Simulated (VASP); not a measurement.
# Cu3F2 (P-3m1) in VASP: notebook, part 2 of 2

VASP 6.6.1. The steps go on from the part before.

### Step 4. Single point, PBE, collinear spin, ferromagnetic start

This run uses another cell than the first one, of 11.65 Å³/atom, 1.042 times its volume.

Contents of INCAR:

```
ALGO = Normal
EDIFF = 1E-6
ENCUT = 520
GGA = PE
ISIF = 2
ISMEAR = 0
ISPIN = 2
LASPH = T
LCHARG = F
LMAXMIX = 4
LORBIT = 11
LREAL = F
LWAVE = F
MAGMOM = 1 1 1 0 0
NBANDS = 36
NELM = 150
PREC = Accurate
SIGMA = 0.1
```

Contents of KPOINTS:

```
k-points
0
Gamma
  6 6 4
```

Contents of POSCAR:

```
Cu3F2
1.0
    3.5093919598      0.0000000000      0.0000000000
   -1.7546959799      3.0392225890      0.0000000000
    0.0000000000      0.0000000000      5.4600438359
Cu F
3 2
Direct
    0.0000000000      0.0000000000      0.0000000000
    0.3333333333      0.6666666667      0.6450000000
    0.6666666667      0.3333333333      0.3550000000
    0.3333333333      0.6666666667      0.2450000000
    0.6666666667      0.3333333333      0.7550000000
```

Started as:

```bash
$ cat potpaw_PBE.64/Cu/POTCAR potpaw_PBE.64/F/POTCAR > POTCAR
$ mpirun -np 1 vasp_std > vasp.out
```

It took 1.7 min on 1 thread of Intel Xeon Platinum 8488C (Sapphire Rapids), shared host; peak memory 0.24 GiB.

It converged, with:

```yaml
Free_energy: -16.1758 eV
Pressure: 11.9 GPa
Largest_force: 0.898 eV/Å
Net_moment: 0.00 μB per cell
Valence_electrons_inside_the_program's_atomic_spheres: Cu 9.78, 9.89; F 6.04
```

Forces on the atoms (eV/Å):
```
Cu   0.000  0.000  0.000
Cu   0.000  0.000  0.439
Cu   0.000  0.000 -0.439
F    0.000  0.000 -0.898
F    0.000  0.000  0.898
```

Stress tensor (GPa, compression positive):
```
11.96  0.00  0.00
 0.00 11.96  0.00
 0.00  0.00 11.73
```

Levels at points of the mesh, in eV from the Fermi level:
Spin up:
| k point | band 20 | band 21 | band 22 | band 23 | band 24 | band 25 | band 26 | band 27 |
| --- | --- | --- | --- | --- | --- | --- | --- | --- |
| (0.00, 0.00, 0.00) | -1.18 | -1.14 | -1.14 | -0.63 | -0.63 | 1.19 | 2.78 | 9.35 |
| (0.50, 0.00, 0.00) | -1.22 | -0.86 | -0.80 | -0.73 | 1.25 | 1.87 | 4.69 | 5.43 |
| (0.00, 0.00, 0.50) | -0.93 | -0.93 | -0.74 | -0.74 | -0.68 | -0.68 | 5.39 | 8.72 |
| (0.50, 0.00, 0.50) | -1.08 | -1.02 | -0.96 | -0.85 | 1.54 | 2.02 | 3.29 | 3.47 |
Spin down:
| k point | band 19 | band 20 | band 21 | band 22 | band 23 | band 24 | band 25 | band 26 | band 27 | band 28 |
| --- | --- | --- | --- | --- | --- | --- | --- | --- | --- | --- |
| (0.00, 0.00, 0.00) | -1.20 | -1.18 | -1.14 | -1.14 | -0.63 | -0.63 | 1.19 | 2.78 | 9.35 | 9.35 |
| (0.50, 0.00, 0.00) | -1.33 | -1.22 | -0.86 | -0.80 | -0.73 | 1.25 | 1.87 | 4.69 | 5.43 | 6.00 |
| (0.00, 0.00, 0.50) | -0.94 | -0.93 | -0.93 | -0.74 | -0.74 | -0.68 | -0.68 | 5.39 | 8.72 | 8.72 |
| (0.50, 0.00, 0.50) | -1.22 | -1.08 | -1.02 | -0.96 | -0.85 | 1.54 | 2.02 | 3.29 | 3.47 | 8.52 |

With open d or f shells a metallic result of PBE can be an artefact of self-interaction; +U or a hybrid may open a gap.

### Step 5. Single point, PBE

Contents of INCAR:

```
ALGO = Normal ; EDIFF = 1E-7
ENCUT = 520 ; GGA = PE
ISIF = 2 ; ISMEAR = 0
LASPH = T ; LCHARG = T
LELF = T ; LREAL = F
LVHAR = T ; LWAVE = F
NBANDS = 32 ; NELM = 60
PREC = Accurate ; SIGMA = 0.1
```

Contents of KPOINTS:

```
k-points
0
Gamma
  18 18 6
```

Contents of POSCAR:

```
Cu3F2
1.0
    2.7492168361      0.0000000000      0.0000000000
   -1.3746084180      2.3808916205      0.0000000000
    0.0000000000      0.0000000000      8.5494781059
Cu F
3 2
Direct
    0.0000000000      0.0000000000      0.0000000000
    0.3333333333      0.6666666667      0.6115582465
    0.6666666667      0.3333333333      0.3884417535
    0.3333333333      0.6666666667      0.1902041688
    0.6666666667      0.3333333333      0.8097958312
```

Potentials or basis: VASP PAW PBE potentials, release 64 (Cu, F).

Started as:

```bash
$ cat potpaw_PBE.64/Cu/POTCAR potpaw_PBE.64/F/POTCAR > POTCAR
$ mpirun -np 1 vasp_std > vasp.out
```

OUTCAR:

```text
EDIFF = 1E-7
   ENCUT = 520
   GGA = PE
   ISIF = 2
   ISMEAR = 0
   LASPH = T
   LREAL = F
   NELM = 60
   PREC = Accurate

 ion  position               nearest neighbor table
   1  0.000  0.000  0.000-   4 2.27   5 2.27   4 2.27   5 2.27   5 2.27   4 2.27
   2  0.333  0.667  0.612-   5 2.32   5 2.32   5 2.32   3 2.48   3 2.48   3 2.48
   3  0.667  0.333  0.388-   4 2.32   4 2.32   4 2.32   2 2.48   2 2.48   2 2.48
   4  0.333  0.667  0.190-   1 2.27   1 2.27   1 2.27   3 2.32   3 2.32   3 2.32
   5  0.667  0.333  0.810-   1 2.27   1 2.27   1 2.27   2 2.32   2 2.32   2 2.32

  LATTYP: Found a hexagonal cell.
 ALAT       =     2.7492168361
 C/A-ratio  =     3.1097867559

  Lattice vectors:

 A1 = (   2.7492168361,   0.0000000000,   0.0000000000)
 A2 = (  -1.3746084180,   2.3808916205,   0.0000000000)
 A3 = (   0.0000000000,   0.0000000000,   8.5494781059)

Analysis of symmetry for initial positions (statically):
=====================================================================
 Subroutine PRICEL returns:
 Original cell was already a primitive cell.

 Routine SETGRP: Setting up the symmetry group for a
 hexagonal supercell.

 Subroutine GETGRP returns: Found 12 space group operations
 (whereof 12 operations were pure point group operations)
 out of a pool of 24 trial point group operations.

The static configuration has the point symmetry D_3d.

Analysis of symmetry for dynamics (positions and initial velocities):
=====================================================================
 Subroutine PRICEL returns:
 Original cell was already a primitive cell.

 Routine SETGRP: Setting up the symmetry group for a
 hexagonal supercell.

 Subroutine GETGRP returns: Found 12 space group operations
 (whereof 12 operations were pure point group operations)
 out of a pool of 24 trial point group operations.

The dynamic configuration has the point symmetry D_3d.

 Subroutine INISYM returns: Found 12 space group operations
 (whereof 12 operations are pure point group operations),
 and found     1 'primitive' translations

----------------------------------------------------------------------------------------

                                     Primitive cell

  volume of cell :      55.9614

  direct lattice vectors                    reciprocal lattice vectors
     2.749216836  0.000000000  0.000000000     0.363739952  0.210005359  0.000000000
    -1.374608418  2.380891620  0.000000000     0.000000000  0.420010718  0.000000000
     0.000000000  0.000000000  8.549478106     0.000000000  0.000000000  0.116966204

  length of vectors
     2.749216836  2.749216836  8.549478106     0.420010718  0.420010718  0.116966204

  position of ions in fractional coordinates (direct lattice)
     0.000000000  0.000000000  0.000000000
     0.333333333  0.666666667  0.611558247
     0.666666667  0.333333333  0.388441753
     0.333333333  0.666666667  0.190204169
     0.666666667  0.333333333  0.809795831

  ion indices of the primitive-cell ions
   primitive index   ion index
                 1           1
                 2           2
                 3           3
                 4           4
                 5           5

----------------------------------------------------------------------------------------
[... 27 lines left out ...]
  0.000000  0.000000  0.000000      1.000000
  0.055556 -0.000000  0.000000      6.000000
  0.111111 -0.000000  0.000000      6.000000
  0.166667  0.000000  0.000000      6.000000
  0.222222  0.000000  0.000000      6.000000
  0.277778  0.000000  0.000000      6.000000
[... 16 lines left out ...]
  0.333333  0.111111  0.000000     12.000000
  0.388889  0.111111  0.000000     12.000000
 [... further k-points ...]
   k-points           NKPTS =    202   k-points in BZ     NKDIM =    202   number of bands    NBANDS=     32
   number of dos      NEDOS =    301   number of ions     NIONS =      5
   total plane-waves  NPLWV =  25600
   dimension x,y,z NGX =    20 NGY =   20 NGZ =   64
   dimension x,y,z NGXF=    40 NGYF=   40 NGZF=  128
   ions per type =               3   2
   NGX,Y,Z   is equivalent  to a cutoff of  12.09, 12.09, 12.44 a.u.
   NGXF,Y,Z  is equivalent  to a cutoff of  24.19, 24.19, 24.89 a.u.
 SYSTEM =  unknown system
   PREC   = accura    normal or accurate (medium, high low for compatibility)
   ISTART =      0    job   : 0-new  1-cont  2-samecut
   ICHARG =      2    charge: 1-file 2-atom 10-const
   ISPIN  =      1    spin polarized calculation?
   LNONCOLLINEAR =      F non collinear calculations
   LSORBIT =      F    spin-orbit coupling
   LASPH  =      T    aspherical Exc in radial PAW
   ENCUT  =  520.0 eV  38.22 Ry    6.18 a.u.   5.11  5.11 15.90*2*pi/ulx,y,z
   NELM   =     60;   NELMIN=  2; NELMDL= -5     # of ELM steps
   EDIFF  = 0.1E-06   stopping-criterion for ELM
   LREAL  =      F    real-space projection
   EDIFFG = 0.1E-05   stopping-criterion for IOM
   NSW    =      0    number of steps for IOM
   IBRION =     -1    ionic relax: 0-MD 1-quasi-New 2-CG
   NFREE  =      0    steps in history (QN), initial steepest desc. (CG)
   ISIF   =      2    stress and relaxation
   ISYM   =      2    0-nonsym 1-usesym 2-fastsym
   POTIM  = 0.5000    time-step for ionic-motion
   TEBEG  =    0.0;   TEEND  =   0.0 temperature during run
   PSTRESS=    0.0 pullay stress
   NELECT =      47.0000    total number of electrons
   NUPDOWN=      -1.0000    fix difference up-down
   EMIN   =  10.00;   EMAX   =-10.00  energy-range for DOS
   EFERMI =   0.00;   METHOD = LEGACY
   ISMEAR =     0;   SIGMA  =   0.10  broadening in eV -4-tet -1-fermi 0-gaus
   EFERMI_NEDOS =   21; number of points for ismear=-14 and -15
   IALGO  =     38    algorithm
   IMIX   =      4    mixing-type and parameters
     AMIX     =   0.40;   BMIX     =  1.00
     AMIX_MAG =   1.60;   BMIX_MAG =  1.00
  volume/ion in A,a.u.               =      11.19        75.53
  Fermi-wavevector in a.u.,A,eV,Ry     =   1.544583  2.918839 32.459936  2.385738
  Thomas-Fermi vector in A             =   2.650084
   LORBIT       =      0    0 simple, 1 ext, 2 COOP (PROOUT), +10 PAW based schemes
   GGA     = PE    functional components
   LHFCALC =     F    Hartree Fock is set to
   AEXX    =    0.0000 exact exchange contribution
   IVDW    =     0    specifies the selected vdW correction
   LEPSILON=     F    determine dielectric tensor
   LRPA    =     F    only Hartree local field effects (RPA)
 non-spin polarized calculation
 Gauss-broadening in eV      SIGMA  =   0.10
  energy-cutoff  :      520.00
  volume of cell :       55.96
 maximum number of plane-waves:      1524
   NGX = 11   NGY = 11   NGZ = 31

 number of electron      47.0000021 magnetization

 Free energy of the ion-electron system (eV)
  ---------------------------------------------------
  ext. energy  EPLUGINS =         0.00000000
  ---------------------------------------------------
  free energy    TOTEN  =       -18.31813291 eV

  energy without entropy =      -18.31502550  energy(sigma->0) =      -18.31657921

 E-fermi :   5.0288     XC(G=0): -11.6972

 val. band max:        5.0268524521   @ k =   0.3889   0.0000   0.0000
 cond. band min:       5.0373989128   @ k =   0.0000   0.0556   0.3333
 fundamental gap:      0.0105464607
 Fermi energy:         5.0287851681

 k-point     1 :       0.0000    0.0000    0.0000
  band No.  band energies     occupation
      1     -18.9311      2.00000
      2     -18.8467      2.00000
      3      -3.2380      2.00000
      4      -1.5498      2.00000
      5      -0.7666      2.00000
      6       0.9991      2.00000
[... 829 lines left out ...]
     31      16.2103      0.00000
     32      17.2664      0.00000

 [... further k-points ...]

------------------------ aborting loop because EDIFF is reached ----------------------------------------

  FORCE on cell =-STRESS in cart. coord.  units (eV):
  Direction    XX          YY          ZZ          XY          YZ          ZX
  --------------------------------------------------------------------------------------
  -------------------------------------------------------------------------------------
  Total        0.0036781      0.0036781     -0.0540082      0.0000000      0.0000000      0.0000000
  in kB        0.1053041      0.1053041     -1.5462573      0.0000000      0.0000000      0.0000000
  external PRESSURE =      -0.4452164 kB  Pullay stress =       0.0000000 kB

 VOLUME and BASIS-vectors are now :
 -----------------------------------------------------------------------------
  energy-cutoff  :      520.00
  volume of cell :       55.96
      direct lattice vectors                 reciprocal lattice vectors
     2.749216836  0.000000000  0.000000000     0.363739952  0.210005359  0.000000000
    -1.374608418  2.380891620  0.000000000     0.000000000  0.420010718  0.000000000
     0.000000000  0.000000000  8.549478106     0.000000000  0.000000000  0.116966204

 POSITION                                       TOTAL-FORCE (eV/Angst)
 -----------------------------------------------------------------------------------
      0.00000      0.00000      0.00000         0.000000      0.000000     -0.000000
     -0.00000      1.58726      5.22850         0.000000      0.000000      0.026335
      1.37461      0.79363      3.32097         0.000000      0.000000     -0.026335
     -0.00000      1.58726      1.62615         0.000000      0.000000      0.008803
      1.37461      0.79363      6.92333        -0.000000      0.000000     -0.008803
 -----------------------------------------------------------------------------------
    total drift:                                0.000000     -0.000000      0.000000

  FREE ENERGIE OF THE ION-ELECTRON SYSTEM (eV)
  ---------------------------------------------------
  free  energy   TOTEN  =       -18.3181329147 eV

  energy  without entropy=      -18.3150254966  energy(sigma->0) =      -18.31657921
```

OSZICAR:

```text
N       E                     dE             d eps       ncg     rms          rms(c)
DAV:   1     0.475089821587E+03    0.47509E+03   -0.21768E+04 13648   0.236E+03
DAV:   2     0.466388316663E+02   -0.42845E+03   -0.39558E+03 13160   0.457E+02
DAV:   3    -0.189945361589E+02   -0.65633E+02   -0.61582E+02 15936   0.203E+02
DAV:   4    -0.213636559381E+02   -0.23691E+01   -0.23598E+01 16552   0.460E+01
DAV:   5    -0.213871873988E+02   -0.23531E-01   -0.23529E-01 18152   0.465E+00    0.123E+01
DAV:   6    -0.195504017969E+02    0.18368E+01   -0.21450E+01 17384   0.883E+01    0.822E+00
DAV:   7    -0.183335658921E+02    0.12168E+01   -0.46485E+00 16328   0.598E+01    0.217E+00
DAV:   8    -0.183375241872E+02   -0.39583E-02   -0.63234E-01 19096   0.658E+00    0.864E-01
DAV:   9    -0.183199692424E+02    0.17555E-01   -0.43714E-02 20504   0.486E+00    0.336E-01
DAV:  10    -0.183183874910E+02    0.15818E-02   -0.13569E-02 20976   0.355E+00    0.162E-01
DAV:  11    -0.183182649944E+02    0.12250E-03   -0.41460E-03 18912   0.104E+00    0.118E-01
DAV:  12    -0.183181186748E+02    0.14632E-03   -0.72248E-04 17912   0.636E-01    0.194E-02
DAV:  13    -0.183181345814E+02   -0.15907E-04   -0.13659E-04 18040   0.204E-01    0.116E-02
DAV:  14    -0.183181332790E+02    0.13024E-05   -0.17475E-05 17816   0.947E-02    0.466E-03
DAV:  15    -0.183181329567E+02    0.32236E-06   -0.21101E-06 17376   0.361E-02    0.712E-04
DAV:  16    -0.183181329147E+02    0.41934E-07   -0.19189E-07 10888   0.708E-03
   1 F= -.18318133E+02 E0= -.18316579E+02  d E =-.310742E-02
```

Wall time 4.7 min (1 thread of Intel Xeon Platinum 8488C (Sapphire Rapids), shared host); peak memory 0.38 GiB.

What came out:

```yaml
Free_energy: -18.3181 eV
Pressure: 0.0 GPa
Largest_force: 0.026 eV/Å
```

Forces in eV/Å, atoms in the order of the input:
```
Cu   0.000  0.000  0.000
Cu   0.000  0.000  0.026
Cu   0.000  0.000 -0.026
F    0.000  0.000  0.009
F    0.000  0.000 -0.009
```

Levels at points of the mesh, in eV from the Fermi level:
```
           k point  band 21  band 22  band 23  band 24  band 25  band 26  band 27  band 28
(0.00, 0.00, 0.00)    -1.12    -1.12    -0.62    -0.62     0.59     1.50     6.78     8.13
(0.50, 0.00, 0.00)    -0.58    -0.56    -0.44     1.74     2.01     4.55     5.66     6.36
(0.00, 0.00, 0.50)    -1.13    -1.13    -0.62    -0.62    -0.27     3.32     4.70    10.26
(0.50, 0.00, 0.50)    -0.61    -0.47    -0.47     1.37     2.24     4.69     5.66     6.63
```

Caveat: an odd number of electrons without spin polarisation forces a metal; a magnetic or distorted state may lie lower. With open d or f shells a metallic result of PBE can be an artefact of self-interaction; +U or a hybrid may open a gap.

### Step 6. Summary

| task | spin | cell | k mesh | cutoff (eV) | gap on the mesh (eV) | pressure (GPa) | largest force (eV/Å) |
| --- | --- | --- | --- | --- | --- | --- | --- |
| single point | off | a = 2.746, b = 2.746, c = 8.558 Å, angles 90.0, 90.0, 120.0°, 5 atoms | 6 × 6 × 4 | 520 | none | -0.1 | 0.02 |
| relaxation of cell and atoms | off | relaxed from a = 3.509, b = 3.509, c = 5.460 Å, angles 90.0, 90.0, 120.0°, 5 atoms | 6 × 6 × 4 | 600 | none | 0.3 | 0.04 |
| single point | collinear, ferromagnetic start | a = 3.509, b = 3.509, c = 5.460 Å, angles 90.0, 90.0, 120.0°, 5 atoms | 6 × 6 × 4 | 520 | none | 11.9 | 0.90 |
| single point | off | a = 2.749, b = 2.749, c = 8.549 Å, angles 90.0, 90.0, 120.0°, 5 atoms | 18 × 18 × 6 | 520 | none | 0.0 | 0.03 |

Alike in all rows: level PBE; potentials or basis VASP PAW PBE potentials, release 64 (Cu, F); smearing gaussian 0.1 eV.

Caveats: some runs use coarse meshes; an odd number of electrons without spin polarisation forces a metal (some runs); a magnetic or distorted state may lie lower (some runs).

Total energies depend on the potentials used, so only differences within one code and one set of settings carry meaning.
